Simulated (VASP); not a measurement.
# Ti (P6_3/mmc) in VASP: a series of runs, part 2 of 2

VASP 6.6.1. Earlier steps stand in the parts before.

## (3) Electric field gradients, PBE (zz strain of +1 %)

Contents of INCAR:

```
  PREC = Accurate
  ENCUT = 400
  EDIFF = 1E-8
  ISMEAR = -1
  SIGMA = 0.08
  LREAL = False
  LASPH = True
  NELM = 120
  ALGO = Normal
  ISIF = 2
  LWAVE = False
  LCHARG = False
  GGA = PE
  LEFG = True
  NBANDS = 19
  GGA_COMPAT = False
```

Contents of KPOINTS:

```
regular mesh
0
Gamma
  13 13 7
```

Contents of POSCAR:

```
Ti
1.0
    2.9499978604      0.0000000000      0.0000000000
   -1.4749989302      2.5547730882      0.0000000000
    0.0000000000      0.0000000000      4.7328600000
Ti
2
Direct
    0.3333333333      0.6666666667      0.2500000000
    0.6666666667      0.3333333333      0.7500000000
```

Potentials or basis: VASP PAW PBE potentials, release 64 (Ti_sv).

Command:

```bash
> cat potpaw_PBE.64/Ti_sv/POTCAR > POTCAR
> mpirun -np 1 vasp_std > vasp.out
```

OUTCAR:

```text
PREC = Accurate
   ENCUT = 400
   EDIFF = 1E-8
   ISMEAR = -1
   LREAL = False
   LASPH = True
   NELM = 120
   ISIF = 2
   GGA = PE

 ion  position               nearest neighbor table
   1  0.333  0.667  0.250-   2 2.92   2 2.92   2 2.92   2 2.92   2 2.92   2 2.92
   2  0.667  0.333  0.750-   1 2.92   1 2.92   1 2.92   1 2.92   1 2.92   1 2.92

  LATTYP: Found a hexagonal cell.
 ALAT       =     2.9499978604
 C/A-ratio  =     1.6043604857

  Lattice vectors:

 A1 = (   2.9499978604,   0.0000000000,   0.0000000000)
 A2 = (  -1.4749989302,   2.5547730882,   0.0000000000)
 A3 = (   0.0000000000,   0.0000000000,   4.7328600000)

Analysis of symmetry for initial positions (statically):
=====================================================================
 Subroutine PRICEL returns:
 Original cell was already a primitive cell.

 Routine SETGRP: Setting up the symmetry group for a
[... 719 lines left out ...]
  energy-cutoff  :      400.00
  volume of cell :       35.67
      direct lattice vectors                 reciprocal lattice vectors
     2.949997860  0.000000000  0.000000000     0.338983297  0.195712098  0.000000000
    -1.474998930  2.554773088  0.000000000     0.000000000  0.391424195  0.000000000
     0.000000000  0.000000000  4.732860000     0.000000000  0.000000000  0.211288735

 POSITION                                       TOTAL-FORCE (eV/Angst)
 -----------------------------------------------------------------------------------
     -0.00000      1.70318      1.18321         0.000000     -0.000000      0.000000
      1.47500      0.85159      3.54964        -0.000000      0.000000      0.000000
 -----------------------------------------------------------------------------------
    total drift:                               -0.000000      0.000000     -0.000000

  FREE ENERGIE OF THE ION-ELECTRON SYSTEM (eV)
  ---------------------------------------------------
  free  energy   TOTEN  =       -15.6688865025 eV

  energy  without entropy=      -15.6194814843  energy(sigma->0) =      -15.64418399

 Electric field gradients (V/A^2)
---------------------------------------------------------------------
 ion       V_xx      V_yy      V_zz      V_xy      V_xz      V_yz
---------------------------------------------------------------------
   1      -7.147    -7.143    14.290     0.003     0.000    -0.000
   2      -7.147    -7.143    14.290     0.003    -0.000     0.000
---------------------------------------------------------------------

 Electric field gradients after diagonalization (V/A^2)
 (convention: |V_zz| > |V_xx| > |V_yy|)
----------------------------------------------------------------------
 ion       V_xx      V_yy      V_zz     asymmetry (V_yy - V_xx)/ V_zz
----------------------------------------------------------------------
   1      -7.148    -7.142    14.290       0.000
   2      -7.148    -7.142    14.290       0.000
----------------------------------------------------------------------

           NMR quadrupolar parameters

 Cq : quadrupolar parameter    Cq=e*Q*V_zz/h
 eta: asymmetry parameters     (V_yy - V_xx)/ V_zz
 Q  : nuclear electric quadrupole moment in mb (millibarn)
----------------------------------------------------------------------
 ion       Cq(MHz)       eta       Q (mb)
----------------------------------------------------------------------
   1       0.035       0.000       1.000
   2       0.035       0.000       1.000
----------------------------------------------------------------------
```

stdout:

```text
POSCAR found type information on POSCAR Ti
 POSCAR found :  1 types and       2 ions
 scaLAPACK will be used
 LDA part: xc-table for (Slater+PW92), standard interpolation
 POSCAR, INCAR and KPOINTS ok, starting setup
 FFT: planning ... GRIDC
 FFT: planning ... GRID_SOFT
 FFT: planning ... GRID
 WAVECAR not read
 entering main loop
ion   1

ion   2
```

Wall time 50 s (1 thread of Intel Xeon Platinum 8259CL at 2.50GHz (Skylake/Cascade Lake), shared host); peak memory 0.15 GiB.

Results:

```yaml
Free_energy: -15.6689 eV
Pressure: -3.6 GPa
Band_gap_on_the_k_mesh: zero (bands 12 and 13 overlap by 1.08 eV)
Largest_electric_field_gradient_by_atom: Ti +14.3 V/Å²
```

Stress tensor (GPa, compression positive):
```
-3.09  0.00  0.00
 0.00 -3.09  0.00
 0.00  0.00 -4.54
```

Levels at points of the mesh, in eV from the Fermi level:
| k point | band 10 | band 11 | band 12 | band 13 | band 14 | band 15 |
| --- | --- | --- | --- | --- | --- | --- |
| (0.00, 0.00, 0.00) | -2.61 | 0.60 | 0.79 | 0.79 | 0.81 | 1.25 |

Electric field gradients, principal values (V/Å²):
| atom | least | middle | greatest (by size) |
| --- | --- | --- | --- |
| 1 Ti | -7.142 | -7.148 | 14.290 |
| 2 Ti | -7.142 | -7.148 | 14.290 |

Caveat: the cell differs from its parent crystal (zz strain of +1 %); the cell stands under tension; without QUAD_EFG the Cq values of the log hold for a quadrupole moment of 1 mb, not for the nuclei.

## (4) Electric field gradients, PBE (equal xx and yy strain of +2 %)

Contents of INCAR:

```
ALGO = Normal
EDIFF = 1E-8
ENCUT = 400
GGA = PE
GGA_COMPAT = False
ISIF = 2
ISMEAR = -1
LASPH = True
LCHARG = False
LEFG = True
LREAL = False
LWAVE = False
NBANDS = 19
NELM = 120
PREC = Accurate
SIGMA = 0.08
```

Contents of KPOINTS:

```
k-points
0
Gamma
  13 13 7
```

Contents of POSCAR:

```
Ti
1.0
    3.0089978176      0.0000000000      0.0000000000
   -1.5044989088      2.6058685500      0.0000000000
    0.0000000000      0.0000000000      4.6860000000
Ti
2
Direct
    0.3333333333      0.6666666667      0.2500000000
    0.6666666667      0.3333333333      0.7500000000
```

Potentials or basis: VASP PAW PBE potentials, release 64 (Ti_sv).

Command:

```bash
> cat potpaw_PBE.64/Ti_sv/POTCAR > POTCAR
> mpirun -np 1 vasp_std > vasp.out
```

OUTCAR:

```text
EDIFF = 1E-8
   ENCUT = 400
   GGA = PE
   ISIF = 2
   ISMEAR = -1
   LASPH = True
   LREAL = False
   NELM = 120
   PREC = Accurate

 ion  position               nearest neighbor table
   1  0.333  0.667  0.250-   2 2.92   2 2.92   2 2.92   2 2.92   2 2.92   2 2.92
   2  0.667  0.333  0.750-   1 2.92   1 2.92   1 2.92   1 2.92   1 2.92   1 2.92

  LATTYP: Found a hexagonal cell.
 ALAT       =     3.0089978176
 C/A-ratio  =     1.5573291455

  Lattice vectors:

 A1 = (   3.0089978176,   0.0000000000,   0.0000000000)
[... 743 lines left out ...]
  ---------------------------------------------------
  free  energy   TOTEN  =       -15.6405664124 eV

  energy  without entropy=      -15.5899660389  energy(sigma->0) =      -15.61526623

 Electric field gradients (V/A^2)
---------------------------------------------------------------------
 ion       V_xx      V_yy      V_zz      V_xy      V_xz      V_yz
---------------------------------------------------------------------
   1      -9.022    -9.019    18.041     0.002     0.000    -0.000
   2      -9.022    -9.019    18.041     0.002    -0.000     0.000
---------------------------------------------------------------------

 Electric field gradients after diagonalization (V/A^2)
 (convention: |V_zz| > |V_xx| > |V_yy|)
----------------------------------------------------------------------
 ion       V_xx      V_yy      V_zz     asymmetry (V_yy - V_xx)/ V_zz
----------------------------------------------------------------------
   1      -9.023    -9.018    18.041       0.000
   2      -9.023    -9.018    18.041       0.000
----------------------------------------------------------------------

           NMR quadrupolar parameters

 Cq : quadrupolar parameter    Cq=e*Q*V_zz/h
 eta: asymmetry parameters     (V_yy - V_xx)/ V_zz
 Q  : nuclear electric quadrupole moment in mb (millibarn)
----------------------------------------------------------------------
 ion       Cq(MHz)       eta       Q (mb)
----------------------------------------------------------------------
   1       0.044       0.000       1.000
   2       0.044       0.000       1.000
----------------------------------------------------------------------
```

Wall time 44 s (1 thread of Intel Xeon Platinum 8259CL at 2.50GHz (Skylake/Cascade Lake), shared host); peak memory 0.15 GiB.

What came out:

- Free energy: -15.6406 eV
- Pressure: -6.3 GPa
- Band gap on the k mesh: zero (bands 12 and 13 overlap by 1.03 eV)
- Largest electric field gradient by atom: Ti +18.0 V/Å²

Electric field gradients, principal values (V/Å²):
```tsv
atom	least	middle	greatest (by size)
1 Ti	-9.018	-9.023	18.041
2 Ti	-9.018	-9.023	18.041
```

Caveat: the cell differs from its parent crystal (equal xx and yy strain of +2 %); the cell stands under tension; without QUAD_EFG the Cq values of the log hold for a quadrupole moment of 1 mb, not for the nuclei.
